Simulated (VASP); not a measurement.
# SnTe: single point with PBE+D3(BJ)

The system is SnTe.

```
Sn Te
1.0
     3.93371    0.00000    0.00000
     0.00000    3.93371    0.00000
     0.00000    0.00000    3.61902
Sn Te
1 1
Cartesian
  0.0000 0.0000 0.0000
  1.9669 1.9669 1.8095
```

This cell differs from its parent crystal: ratio of the length along z to the lengths across it x 0.92, volume and fractional coordinates fixed.

```json
{
 "Program": "VASP 6.6.1",
 "Task": "single point",
 "Functional": "PBE",
 "Dispersion": "D3(BJ)",
 "Potentials or basis": "VASP PAW PBE potentials, release 64 (Sn_d, Te)",
 "Cutoff": "500 eV",
 "k mesh": "18 × 18 × 18",
 "Occupations": "gaussian, width 0.15 eV",
 "Spin": "no spin polarisation"
}
```

| Quantity | Value |
| --- | --- |
| Pressure | -0.1 GPa |
| Band gap on the k mesh | zero (bands 10 and 11 overlap by 2.66 eV) |
| Dispersion energy per atom | -0.444 eV |

Stress tensor (GPa, compression positive):
```
-0.73  0.00  0.00
 0.00 -0.73  0.00
 0.00  0.00  1.26
```

Levels at points of the mesh, in eV from the Fermi level:
```csv
k point,band 8,band 9,band 10,band 11,band 12,band 13
"(0.00, 0.00, 0.00)",-2.35,-2.35,-1.00,3.09,3.88,5.49
"(0.50, 0.00, 0.00)",-0.78,0.24,0.35,0.38,1.59,3.10
"(0.50, 0.50, 0.00)",-5.30,-5.30,0.83,4.25,4.71,4.71
"(0.00, 0.00, 0.50)",-0.46,-0.46,-0.40,-0.29,2.00,2.00
"(0.50, 0.00, 0.50)",-5.22,-5.04,0.06,3.23,3.38,3.62
"(0.50, 0.50, 0.50)",-3.52,-2.97,-2.97,-1.83,-1.38,-1.38
```

It took 5.6 min on 1 thread of Oxide Virtual Turin-like Processor (shared host), peak memory 0.55 GiB.

Caveat: spin-orbit coupling is left out, which moves the levels of the heavy elements.
